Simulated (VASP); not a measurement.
Here is a VASP 6.6.1 calculation.

Contents of INCAR:

```
SYSTEM = Al
PREC = Accurate ; ENCUT = 520
EDIFF = 1E-6 ; ISMEAR = -1
SIGMA = 0.05 ; LREAL = .FALSE.
LASPH = .TRUE. ; NELM = 100
ALGO = Normal ; ISIF = 2
LWAVE = .FALSE. ; LCHARG = .FALSE.
GGA = PS ; NBANDS = 10
```

KPOINTS

```
Automatic mesh
0
G
  17 17 9
  0 0 0
```

Contents of POSCAR:

```
Al
1.0
    2.5248444820      0.0000000000      0.0000000000
   -1.2624222410      2.1865794620      0.0000000000
    0.0000000000      0.0000000000      4.1357817671
Al
2
Direct
    0.3333333333      0.6666666667      0.2500000000
    0.6666666667      0.3333333333      0.7500000000
```

Potentials or basis: VASP PAW PBE potentials, release 64 (Al).

Launch:

```sh
$ cat potpaw_PBE.64/Al/POTCAR > POTCAR
$ mpirun -np 1 vasp_std > vasp.out
```

Q: What does it give for the pressure?

A: 60.5 GPa.

Q: What does it give for the band gap on the k mesh?

A: Zero (band 3 reaches 16.20 eV, above the bottom of band 4 at 8.97 eV).

Stress tensor (GPa, compression positive):
```
60.51  0.00  0.00
 0.00 60.51  0.00
 0.00  0.00 60.59
```

Caveat: the PAW data sets were made with another functional, which shifts forces and pressure a little.
